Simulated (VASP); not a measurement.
Set up this calculation in VASP 6.6.1, as the native input.

- Task: single point
- Functional: r2SCAN
- Potentials or basis: VASP PAW PBE potentials, release 64 (Al, Ni)
- Cutoff: 660 eV
- k mesh: 1 × 1 × 1
- Occupations: gaussian, width 0.1 eV
- Spin: no spin polarisation
- Dipole correction: no
- Further INCAR settings: ALGO = Normal; EDIFF = 1e-06; NBANDS = 24

AlNi3:

```
Al Ni
1.0
     0.00918    2.80870    2.80147
     2.80352    0.00613    2.80452
     2.81058    2.81882   -0.00094
Al Ni
1 3
Direct
  0.51799 0.47545 0.48120
  0.23471 0.21297 0.23590
  0.05270 0.96234 0.03015
  0.77290 0.72066 0.80167
```

One way to write it, as run:

POSCAR

```
AlNi3
1.0
    0.0091803197      2.8086990902      2.8014686452
    2.8035150590      0.0061289969      2.8045199680
    2.8105818206      2.8188171747     -0.0009377647
Al Ni
1 3
Direct
    0.5179937806      0.4754529908      0.4812022906
    0.2347094222      0.2129657574      0.2359009799
    0.0527018359     -0.0376585175      0.0301498793
    0.7728995969      0.7206613382      0.8016672262
```

INCAR.step1

```
SYSTEM = AlNi3
ALGO     = Normal         ! electronic algorithm
EDIFF    = 1E-5           ! SCF threshold, eV
ENCUT    = 660            ! plane-wave cutoff, eV
GGA      = PE             ! functional
GGA_COMPAT= .FALSE.      
ISMEAR   = 0              ! smearing method
LASPH    = .TRUE.         ! aspherical terms in the spheres
LCHARG   = .FALSE.        ! write CHGCAR
LREAL    = .FALSE.        ! projectors in reciprocal space
LWAVE    = .TRUE.         ! write WAVECAR
NBANDS   = 24             ! bands
NELM     = 120            ! most SCF steps
PREC     = Accurate       ! precision mode
SIGMA    = 0.1            ! smearing width, eV
```

INCAR.step2

```
SYSTEM = AlNi3
ALGO     = Normal         ! electronic algorithm
EDIFF    = 1E-6           ! SCF threshold, eV
ENCUT    = 660            ! plane-wave cutoff, eV
GGA_COMPAT= .FALSE.      
ISIF     = 2              ! what is computed and relaxed
ISMEAR   = 0              ! smearing method
ISTART   = 1            
LASPH    = .TRUE.         ! aspherical terms in the spheres
LCHARG   = .TRUE.         ! write CHGCAR
LELF     = .TRUE.         ! ELF
LMIXTAU  = .TRUE.       
LREAL    = .FALSE.        ! projectors in reciprocal space
LVHAR    = .TRUE.       
LWAVE    = .FALSE.        ! write WAVECAR
METAGGA  = R2SCAN         ! meta-GGA
NBANDS   = 24             ! bands
NELM     = 120            ! most SCF steps
PREC     = Accurate       ! precision mode
SIGMA    = 0.1            ! smearing width, eV
```

KPOINTS

```
k-points
0
G
  1 1 1
  0 0 0
```

Potentials or basis: VASP PAW PBE potentials, release 64 (Al, Ni).

The run is started by

```sh
$ cat potpaw_PBE.64/Al/POTCAR potpaw_PBE.64/Ni/POTCAR > POTCAR
$ cp INCAR.step1 INCAR
$ mpirun -np 1 vasp_gam > vasp.out
$ cp INCAR.step2 INCAR
$ mpirun -np 1 vasp_gam > vasp.out
```

It gave:

| Item | Value |
| --- | --- |
| Pressure | 10.0 GPa |
| Largest force | 2.288 eV/Å |
| Band gap on the k mesh | zero (an odd number of electrons rules out a gap without spin polarisation) |

Caveat: the k points lie up to 1.94 Å⁻¹ apart, too coarse for converged energies and pressures of a metal; the PAW data sets were made with another functional, which shifts forces and pressure a little.

It took 29 s on 1 thread of Intel(R) Xeon(R) Platinum 8488C (Sapphire Rapids), on a shared host, peak memory 0.21 GiB.
